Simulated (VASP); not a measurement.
# GdY2O2 (P6/mmm) in VASP: further runs, part 2 of 2

VASP 6.6.1. The steps go on from the part before.

**3. Single point, PBE, collinear spin, ferromagnetic start**

This run uses another cell than the first one, of 56.85 Å³/atom.

INCAR

```
SYSTEM = GdY2O2
ALGO = Normal
EDIFF = 1E-7
ENCUT = 520
GGA = PE
ISIF = 2
ISMEAR = 0
ISPIN = 2
LASPH = .True.
LCHARG = .False.
LMAXMIX = 6
LORBIT = 11
LREAL = .False.
LWAVE = .False.
MAGMOM = -0.23 -0.23 6.81 -0.34 -0.34
NBANDS = 38
NELM = 150
PREC = Accurate
SIGMA = 0.1
```

KPOINTS

```
k-points
0
Gamma
  6 6 4
  0 0 0
```

POSCAR

```
GdY2O2
1.0
    6.0224731623      0.0000000000      0.0000000000
   -3.0112365811      5.2156147521      0.0000000000
    0.0000000000      0.0000000000      9.0493757701
Y Gd O
2 1 2
Direct
    0.3333333333      0.6666666667      0.5000000000
    0.6666666667      0.3333333333      0.5000000000
    0.0000000000      0.0000000000      0.5000000000
    0.0000000000      0.0000000000      0.7134560094
    0.0000000000      0.0000000000      0.2865439906
```

Potentials or basis: VASP PAW PBE potentials, release 64 (Y_sv, Gd, O).

Launch:

```bash
cat potpaw_PBE.64/Y_sv/POTCAR potpaw_PBE.64/Gd/POTCAR potpaw_PBE.64/O/POTCAR > POTCAR
mpirun -np 1 vasp_std > vasp.out
```

OUTCAR:

```text
SYSTEM = GdY2O2
   EDIFF = 1E-7
   ENCUT = 520
   GGA = PE
   ISIF = 2
   ISMEAR = 0
   ISPIN = 2
   LASPH = .True.
   LORBIT = 11
   LREAL = .False.
   NELM = 150
   PREC = Accurate

 ion  position               nearest neighbor table
   1  0.333  0.667  0.500-   2 3.48   3 3.48   2 3.48   3 3.48   3 3.48   2 3.48
   2  0.667  0.333  0.500-   1 3.48   3 3.48   1 3.48   3 3.48   3 3.48   1 3.48
   3  0.000  0.000  0.500-   4 1.93   5 1.93   1 3.48   2 3.48   1 3.48   2 3.48   2 3.48   1 3.48

   4  0.000  0.000  0.713-   3 1.93
   5  0.000  0.000  0.287-   3 1.93

  LATTYP: Found a hexagonal cell.
 ALAT       =     6.0224731623
 C/A-ratio  =     1.5026012613

  Lattice vectors:

 A1 = (   6.0224731623,   0.0000000000,   0.0000000000)
 A2 = (  -3.0112365811,   5.2156147521,   0.0000000000)
 A3 = (   0.0000000000,   0.0000000000,   9.0493757701)

[... 1930 lines left out ...]
  -------------------------------------------------------------------------------------
  Total       -0.0545393     -0.0545393      1.0701125     -0.0000000      0.0000000     -0.0000000
  in kB       -0.3074121     -0.3074121      6.0317180     -0.0000000      0.0000000     -0.0000000
  external PRESSURE =       1.8056312 kB  Pullay stress =       0.0000000 kB

 VOLUME and BASIS-vectors are now :
 -----------------------------------------------------------------------------
  energy-cutoff  :      520.00
  volume of cell :      284.25
      direct lattice vectors                 reciprocal lattice vectors
     6.022473162  0.000000000  0.000000000     0.166044742  0.095865976  0.000000000
    -3.011236581  5.215614752  0.000000000     0.000000000  0.191731953  0.000000000
     0.000000000  0.000000000  9.049375770     0.000000000  0.000000000  0.110504860

 POSITION                                       TOTAL-FORCE (eV/Angst)
 -----------------------------------------------------------------------------------
     -0.00000      3.47708      4.52469         0.000000     -0.000000      0.000000
      3.01124      1.73854      4.52469        -0.000000      0.000000      0.000000
      0.00000      0.00000      4.52469        -0.000000     -0.000000      0.000000
      0.00000      0.00000      6.45633        -0.000000      0.000000      0.269105
      0.00000      0.00000      2.59304        -0.000000     -0.000000     -0.269105
 -----------------------------------------------------------------------------------
    total drift:                                0.000000     -0.000000      0.000000

  FREE ENERGIE OF THE ION-ELECTRON SYSTEM (eV)
  ---------------------------------------------------
  free  energy   TOTEN  =       -34.3065294045 eV

  energy  without entropy=      -34.2842363796  energy(sigma->0) =      -34.29538289

 total charge

# of ion       s       p       d       f       tot
--------------------------------------------------
    1        2.325   6.075   0.847   0.006   9.254
    2        2.325   6.075   0.847   0.006   9.254
    3        2.074   5.576   0.790   7.106  15.546
    4        1.603   3.267   0.000   0.000   4.869
    5        1.603   3.267   0.000   0.000   4.869
--------------------------------------------------
tot          9.929  24.261   2.484   7.118  43.792

 magnetization (x)

# of ion       s       p       d       f       tot
--------------------------------------------------
    1       -0.011  -0.021  -0.176  -0.000  -0.208
    2       -0.011  -0.021  -0.176  -0.000  -0.208
    3        0.007  -0.112   0.088   6.429   6.411
    4       -0.005  -0.297   0.000   0.000  -0.302
    5       -0.005  -0.297   0.000   0.000  -0.302
--------------------------------------------------
tot         -0.025  -0.749  -0.264   6.429   5.391
```

OSZICAR:

```text
N       E                     dE             d eps       ncg     rms          rms(c)
DAV:   1     0.460631683498E+03    0.46063E+03   -0.21140E+04  4770   0.369E+03
DAV:   2     0.627316178559E+02   -0.39790E+03   -0.37093E+03  5174   0.824E+02
[... 20 lines left out ...]
DAV:  23    -0.343065426066E+02   -0.21901E-04   -0.10183E-05  4488   0.425E-02    0.901E-02
DAV:  24    -0.343065392364E+02    0.33702E-05   -0.28143E-05  4330   0.737E-02    0.763E-02
DAV:  25    -0.343065333550E+02    0.58814E-05   -0.87816E-06  5606   0.527E-02    0.467E-02
DAV:  26    -0.343065298873E+02    0.34677E-05   -0.55216E-06  4932   0.359E-02    0.401E-02
DAV:  27    -0.343065296806E+02    0.20673E-06   -0.22485E-06  4852   0.766E-03    0.266E-02
DAV:  28    -0.343065293654E+02    0.31512E-06   -0.60476E-07  4506   0.243E-02    0.297E-02
DAV:  29    -0.343065294045E+02   -0.39026E-07   -0.18232E-07  3714   0.464E-03
   1 F= -.34306529E+02 E0= -.34295383E+02  d E =-.222930E-01  mag=     5.3645
```

It took 14 min on 1 thread of Intel Xeon Platinum 8559C (Emerald Rapids), shared host; peak memory 0.8 GiB.

What came out:

```yaml
Free_energy: -34.3065 eV
Pressure: 0.2 GPa
Largest_force: 0.269 eV/Å
Net_moment: 5.36 μB per cell
Site_moments: Y -0.21; Gd +6.41; O -0.30 μB
Valence_electrons_inside_the_program's_atomic_spheres: Y 9.25; Gd 15.55; O 4.87
```

Forces in eV/Å, atoms in the order of the input:
```
Y    0.000  0.000  0.000
Y    0.000  0.000  0.000
Gd   0.000  0.000  0.000
O    0.000  0.000  0.269
O    0.000  0.000 -0.269
```

Levels at points of the mesh, in eV from the Fermi level:
Spin up:
```tsv
k point	band 26	band 27	band 28	band 29	band 30	band 31	band 32	band 33
(0.00, 0.00, 0.00)	-1.65	-1.65	0.42	0.42	0.48	0.51	0.52	0.52
(0.50, 0.00, 0.00)	-1.62	-1.40	-1.06	-0.69	0.21	0.31	0.53	0.58
(0.00, 0.00, 0.50)	-1.65	-1.65	0.41	0.43	0.43	0.52	0.52	0.56
(0.50, 0.00, 0.50)	-1.62	-1.40	-1.06	-0.69	0.21	0.30	0.52	0.53
```
Spin down:
```
           k point  band 21  band 22  band 23  band 24  band 25  band 26
(0.00, 0.00, 0.00)    -1.58     0.20     0.20     0.24     0.24     0.43
(0.50, 0.00, 0.00)    -1.51    -1.33    -0.90    -0.18     0.18     0.31
(0.00, 0.00, 0.50)    -1.61     0.20     0.20     0.24     0.24     0.48
(0.50, 0.00, 0.50)    -1.51    -1.33    -0.90    -0.18     0.18     0.31
```

Caveat: spin-orbit coupling is left out, which moves the levels of the heavy elements; a cell with one magnetic atom can't hold antiferromagnetic order, which such compounds often take; semilocal functionals describe open f shells poorly, which spoils levels, moments and volumes. The state reached can hang on the start; a lower one may exist.
